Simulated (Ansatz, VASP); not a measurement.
**Two plane-wave programs on AlInSb2**

```
Al In Sb
1.0
     4.56260    0.00000    0.00000
     0.00000    4.56260    0.00000
     0.00000    0.00000    5.92865
Al In Sb
1 1 2
Direct
  0.00000 0.00000 0.00000
  0.50000 0.50000 0.50000
  0.00000 0.50000 0.27386
  0.50000 0.00000 0.72614
```

Alike in both runs: task single point; functional LDA; k mesh 8 × 8 × 6; occupations gaussian, width 0.05 eV; no spin polarisation.

|  | VASP | Ansatz |
| --- | --- | --- |
| version | VASP 6.6.1 | Ansatz 0.2.0 |
| potentials or method | VASP PAW LDA potentials, release 64 (Al, In_d, Sb), cutoff 520 eV | scalar-relativistic, plane waves, PAW |
| valence electrons in the cell | 26 | 46 |

|  | VASP | Ansatz | Ansatz less VASP |
| --- | --- | --- | --- |
| gap on the k mesh at the Fermi level (eV) | 0.37 | 0.31 | -0.057 |
| least direct gap on the mesh (eV) | 0.37 | 0.31 | -0.057 |
| pressure (GPa) | 1.8 | 1.6 | -0.19 |
| traceless stress, the component that is largest in VASP (GPa) | 0.47 | 0.49 | +0.022 |
| rms of the force components (eV/Å) | 0.932 | 0.930 | -0.0022 |

LDA's correlation is that of Perdew and Zunger in VASP and of Perdew and Wang (1992) in Ansatz. Atom by atom the forces differ by 0.002 eV/Å (rms over components). VASP's potentials hold 26 valence electrons a cell and Ansatz's 46, so a difference there can come from the potentials and not from the codes.

Spin-orbit coupling is off throughout.
